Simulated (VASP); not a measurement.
# Al2Cu: single point with PBE

Al2Cu:

```xyz
3
Lattice="-2.0446 2.0446 2.8912 2.0446 -2.0446 2.8912 2.0446 2.0446 -2.8912" Properties=species:S:1:pos:R:3 pbc="T T T"
Al    0.0000    2.0446    1.4456
Al    2.0446    0.0000    1.4456
Cu    0.0000    0.0000    2.8912
```

- Program: VASP 6.6.1
- Task: single point
- Functional: PBE
- Potentials or basis: VASP PAW PBE potentials, release 64 (Al, Cu)
- Cutoff: 520 eV
- k mesh: 14 × 14 × 14
- Occupations: gaussian, width 0.1 eV
- Spin: no spin polarisation

| Quantity | Value |
| --- | --- |
| Pressure | 0.2 GPa |

Levels at points of the mesh, in eV from the Fermi level:
```
           k point  band 7  band 8  band 9  band 10  band 11  band 12
(0.00, 0.00, 0.00)    2.84    2.84    2.84     2.92     2.92     2.92
(0.50, 0.00, 0.00)   -3.90    0.61    0.61     2.87     2.88     3.66
(0.50, 0.50, 0.00)   -3.69   -1.96   -1.96     0.25     1.55     8.95
(0.50, 0.50, 0.50)   -3.69   -1.96   -1.96     0.25     1.55     8.95
```

It took 4.3 min on 1 thread of Intel(R) Xeon(R) Platinum 8259CL CPU @ 2.50GHz (Skylake/Cascade Lake), with other jobs on the host, peak memory 0.3 GiB.
